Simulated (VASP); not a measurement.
Runs of VASP 6.6.1 on GaP (zincblende type). The structure is that of space group F-43m (No. 216), or close to it. The cells are those of the table. 

| cell | gap on the mesh (eV) | pressure (GPa) |
| --- | --- | --- |
| a = 3.653 Å, angles 60.0°, 2 atoms | 1.12 | 15.4 |
| a = 3.734 Å, angles 60.0°, 2 atoms | 1.27 | 6.5 |
| a = 3.123 Å, angles 60.0°, 2 atoms | none | 189.8 |
| a = 3.812 Å, angles 60.0°, 2 atoms | 1.40 | 0.1 |
| a = 3.285 Å, angles 60.0°, 2 atoms | (b) | (a) |
| a = 3.539 Å, angles 60.0°, 2 atoms | 0.86 | 32.9 |
| a = 3.417 Å, angles 60.0°, 2 atoms | 0.53 | 60.3 |

Alike in all rows: task single point; level LDA; potentials or basis VASP PAW LDA potentials, release 64 (Ga_d, P); no spin polarisation; k mesh 13 × 13 × 13; cutoff (eV) 520; smearing fermi-dirac 0.1 eV.

Question: Fill in the values left out.

Answer: (a) 104.3; (b) 0.11.

A k mesh can miss the band edges, and the runs leave out spin-orbit coupling on Ga.

A gap of «none» marks levels without a gap at the run's occupations.
